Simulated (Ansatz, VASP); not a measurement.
Ti in VASP and in Ansatz

File INCAR:

```
ALGO = Fast
EDIFF = 1E-7
ENCUT = 520
GGA = PE
ISIF = 2
ISMEAR = 0
LASPH = T
LCHARG = T
LELF = T
LREAL = F
LVHAR = T
LWAVE = F
NBANDS = 12
NELM = 60
PREC = Accurate
SIGMA = 0.15
```

KPOINTS

```
k-points
0
Gamma
  28 28 28
```

POSCAR

```
Ti
1.0
   -1.4219730157      1.4219730157      2.1329595236
    1.4219730157     -1.4219730157      2.1329595236
    1.4219730157      1.4219730157     -2.1329595236
Ti
1
Direct
    0.0000000000      0.0000000000      0.0000000000
```

Input for Ansatz:

```yaml
crystal:
  lattice:
    - [-1.4219730157, 1.4219730157, 2.1329595236]
    - [1.4219730157, -1.4219730157, 2.1329595236]
    - [1.4219730157, 1.4219730157, -2.1329595236]
  atoms:
    - { symbol: Ti, position: [0.0, 0.0, 0.0] }
basis:
  ecutwfc: 420
kpoints:
  mp_grid: { grid: [28, 28, 28] }
hamiltonian:
  xc: pbe
scf:
  occupations: { method: gaussian, width: 0.15 }
output:
  forces: true
  stress: true
  eigenvalues: true
```

Alike in both runs: task single point; functional PBE; k mesh 28 × 28 × 28; occupations gaussian, width 0.15 eV; no spin polarisation.

|  | VASP | Ansatz |
| --- | --- | --- |
| version | VASP 6.6.1 | Ansatz 0.2.0 |
| potentials or method | VASP PAW PBE potentials, release 64 (Ti_sv), cutoff 520 eV | scalar-relativistic, plane waves, PAW |
| valence electrons in the cell | 12 | 12 |

```csv
,VASP,Ansatz,Ansatz less VASP
gap on the k mesh at the Fermi level (eV),none,none,-
pressure (GPa),0.6,0.8,+0.28
"traceless stress, the component that is largest in VASP (GPa)",-1.32,-1.30,+0.012
```

A gap of «none» marks a metal or a gap that the smearing closes. The functional is the same, so the differences come from potentials, cutoffs and numerics.
